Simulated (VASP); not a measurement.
## Zn: single point with revPBE

The system is Zn.

```xyz
2
Lattice="2.6452 0.0000 0.0000 -1.3226 2.2908 0.0000 0.0000 0.0000 4.9629" Properties=species:S:1:pos:R:3 pbc="T T T"
Zn    0.0000    1.5272    1.2407
Zn    1.3226    0.7636    3.7222
```

This cell differs from its parent crystal: volume scaled by 0.96.

| Property | Result |
| --- | --- |
| Program | VASP 6.6.1 |
| Task | single point |
| Functional | revPBE |
| Potentials or basis | VASP PAW PBE potentials, release 64 (Zn) |
| Cutoff | 520 eV |
| k mesh | 22 × 22 × 10 |
| Occupations | fermi-dirac, width 0.1 eV |
| Spin | no spin polarisation |

- Pressure: 3.5 GPa
- Band gap on the k mesh: zero (band 12 reaches 5.04 eV, above the bottom of band 13 at 0.17 eV)

Stress tensor (GPa, compression positive):
```
3.88 0.00 0.00
0.00 3.88 0.00
0.00 0.00 2.79
```

Levels at points of the mesh, in eV from the Fermi level:
| k point | band 10 | band 11 | band 12 | band 13 | band 14 | band 15 |
| --- | --- | --- | --- | --- | --- | --- |
| (0.00, 0.00, 0.00) | -7.07 | -7.07 | -3.71 | -3.09 | 13.44 | 17.11 |
| (0.50, 0.00, 0.00) | -6.86 | -2.80 | -2.07 | 2.65 | 3.60 | 4.19 |
| (0.00, 0.00, 0.50) | -7.16 | -7.16 | -7.16 | 4.48 | 4.48 | 19.18 |
| (0.50, 0.00, 0.50) | -6.87 | -1.85 | -1.85 | 0.25 | 0.25 | 10.14 |

It took 49 s on 1 thread of Intel(R) Xeon(R) 6975P-C (Granite Rapids), on a shared host, peak memory 0.25 GiB.

Caveat: the PAW data sets were made with another functional, which shifts forces and pressure a little.
